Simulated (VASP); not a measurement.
A run of VASP 6.6.1:

Contents of INCAR:

```
  PREC = Accurate
  ENCUT = 520
  EDIFF = 1E-6
  ISMEAR = 0
  SIGMA = 0.02
  LREAL = False
  LASPH = True
  NELM = 100
  ALGO = Normal
  ISIF = 2
  LWAVE = False
  LCHARG = False
  LDIPOL = True
  IDIPOL = 3
  DIPOL = 0.5 0.5 0.500
  GGA = PE
  IVDW = 12
  NBANDS = 64
```

Contents of KPOINTS:

```
regular mesh
0
Gamma
  9 9 1
```

File POSCAR:

```
MoSe2
1.0
    3.2783886657      0.0000000000      0.0000000000
   -1.6391943328      2.8391678680      0.0000000000
    0.0000000000      0.0000000000     70.8915939351
Se Mo
8 4
Direct
    0.3333333333      0.6666666667      0.3415887813
    0.3333333333      0.6666666667      0.3888490192
    0.6666666667      0.3333333333      0.4314844804
    0.6666666667      0.3333333333      0.4787015823
    0.3333333333      0.6666666667      0.5212984177
    0.3333333333      0.6666666667      0.5685155196
    0.6666666667      0.3333333333      0.6111509808
    0.6666666667      0.3333333333      0.6584112187
    0.6666666667      0.3333333333      0.3652214780
    0.3333333333      0.6666666667      0.4550929757
    0.6666666667      0.3333333333      0.5449070243
    0.3333333333      0.6666666667      0.6347785220
```

Potentials or basis: VASP PAW PBE potentials, release 64 (Se, Mo_sv).

Command:

```console
$ cat potpaw_PBE.64/Se/POTCAR potpaw_PBE.64/Mo_sv/POTCAR > POTCAR
$ mpirun -np 1 vasp_std > vasp.out
```

Hardware: 1 thread of Intel(R) Xeon(R) 6975P-C (Granite Rapids), on a shared host.

Q: Estimate the wall time of this run.

A: It took 9.7 min on 1 thread of Intel(R) Xeon(R) 6975P-C (Granite Rapids) (shared host), peak memory 0.84 GiB. Counts: scf iterations 26, k points 12.
